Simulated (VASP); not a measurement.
# GaN: single point with PBE

The system is GaN.

```
CELL_PARAMETERS angstrom
3.21836 0.00000 0.00000
-1.60918 2.78718 0.00000
0.00000 0.00000 5.24311
ATOMIC_POSITIONS crystal
Ga 0.66667 0.33333 0.49913
Ga 0.33333 0.66667 0.99913
N 0.66667 0.33333 0.87587
N 0.33333 0.66667 0.37587
```

```json
{
  "Program": "VASP 6.6.1",
  "Task": "single point",
  "Functional": "PBE",
  "Potentials or basis": "VASP PAW PBE potentials, release 64 (Ga_d, N)",
  "Cutoff": "520 eV",
  "k mesh": "9 × 9 × 6",
  "Occupations": "gaussian, width 0.02 eV",
  "Spin": "no spin polarisation",
  "Dipole correction": "no",
  "Further INCAR settings": "ALGO = Normal; EDIFF = 1e-06; NBANDS = 26"
}
```

- Pressure: 0.1 GPa
- Band gap on the k mesh: 1.72 eV, direct

Levels at points of the mesh, in eV from the valence-band top:
```tsv
k point	band 14	band 15	band 16	band 17	band 18	band 19	band 20	band 21	band 22	band 23
(0.00, 0.00, 0.00)	-1.00	-1.00	-0.04	0.00	0.00	1.72	4.07	9.02	9.73	9.73
(0.00, 0.00, 0.50)	-3.79	-0.51	-0.51	-0.51	-0.51	4.06	4.06	8.31	8.31	10.24
```

It took 20 s on 1 thread of Intel(R) Xeon(R) 6975P-C (Granite Rapids), on a shared host, peak memory 0.18 GiB.

Expect the measured gap to be larger: semilocal functionals such as PBE lack the derivative discontinuity.
